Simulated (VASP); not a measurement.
WC: single point with PBE+D3(BJ)

The system is WC.

```
W C
1.0
    -2.98917   -5.17740    0.00000
     4.48376   -2.58870    0.00000
     0.00000    0.00000    5.84933
W C
8 8
Direct
  0.80454 0.48959 0.02462
  0.77097 0.49112 0.51563
  0.53525 0.01058 0.02542
  0.53280 0.96414 0.49315
  0.27283 0.50171 0.01034
  0.26421 0.48718 0.49741
  0.03300 0.00072 0.00313
  0.00835 0.98936 0.52382
  0.53186 0.67792 0.25675
  0.51642 0.62378 0.76429
  0.26250 0.14576 0.25858
  0.26317 0.18947 0.75333
  0.02358 0.64323 0.27282
  0.00182 0.62293 0.77694
  0.80475 0.13635 0.25319
  0.76139 0.14643 0.77393
```

```
Program             : VASP 6.6.1
Task                : single point
Functional          : PBE
Dispersion          : D3(BJ)
Potentials or basis : VASP PAW PBE potentials, release 64 (W_sv, C)
Cutoff              : 520 eV
k mesh              : 2 × 2 × 2
Occupations         : fermi-dirac, width 0.24 eV
Spin                : no spin polarisation
```

```json
{"Pressure": "-21.0 GPa", "Largest force": "5.046 eV/Å", "Band gap on the k mesh": "zero (bands 72 and 73 overlap by 0.14 eV)", "Dispersion energy per atom": "-0.422 eV"}
```

Forces in eV/Å, atoms in the order of the input:
```
W    1.716  4.510 -0.397
W   -1.140  0.711  0.207
W   -0.851  1.897 -2.429
W    3.522 -0.483  3.582
W   -1.323 -0.366 -0.139
W   -0.835 -0.875  1.937
W   -1.166  0.906  0.650
W   -1.283 -1.419 -1.095
C   -1.986  1.207 -0.378
C    1.418 -1.528 -0.614
C    0.251 -1.516  0.438
C   -2.003  0.884  0.428
C    0.835 -0.749 -0.193
C    1.053 -3.268 -1.929
C    1.992  1.084  0.887
C   -0.197 -0.996 -0.954
```

Stress tensor (GPa, compression positive):
```
-19.74   0.04   0.50
  0.04 -19.54   0.44
  0.50   0.44 -23.63
```

Levels at points of the mesh, in eV from the Fermi level:
```csv
k point,band 68,band 69,band 70,band 71,band 72,band 73,band 74,band 75,band 76,band 77
"(0.00, 0.00, 0.00)",-0.96,-0.79,-0.71,-0.53,-0.29,0.01,0.70,0.99,1.54,1.75
"(0.50, 0.00, 0.00)",-1.68,-1.07,-0.79,-0.11,0.15,0.19,0.25,0.49,0.92,1.68
"(0.00, 0.50, 0.00)",-1.62,-0.80,-0.72,-0.35,-0.04,0.87,0.98,1.57,1.73,1.85
"(0.50, 0.50, 0.00)",-1.77,-1.60,-1.40,-1.19,-1.09,1.19,1.25,1.53,1.60,1.77
"(0.00, 0.00, 0.50)",-1.31,-1.21,-0.82,-0.37,0.01,0.32,0.37,0.50,0.90,1.83
"(0.50, 0.00, 0.50)",-1.42,-1.16,-1.06,-0.94,-0.71,0.02,0.19,0.42,0.68,2.04
"(0.00, 0.50, 0.50)",-1.52,-1.46,-1.22,-1.18,-0.89,0.49,0.57,0.88,0.99,1.76
"(0.50, 0.50, 0.50)",-1.74,-1.60,-1.42,-1.21,-1.08,0.61,0.94,1.28,1.47,1.64
```

Run time: 7.4 min on 1 thread of Intel Xeon 8259CL (shared host), peak memory 0.33 GiB.

Caveat: the k points lie up to 0.61 Å⁻¹ apart; the atoms stand as in a frame of molecular dynamics; spin-orbit coupling is left out, which moves the levels of the heavy elements; forces of over 1 eV/Å act on the atoms, so gaps and moduli don't describe the material at rest.
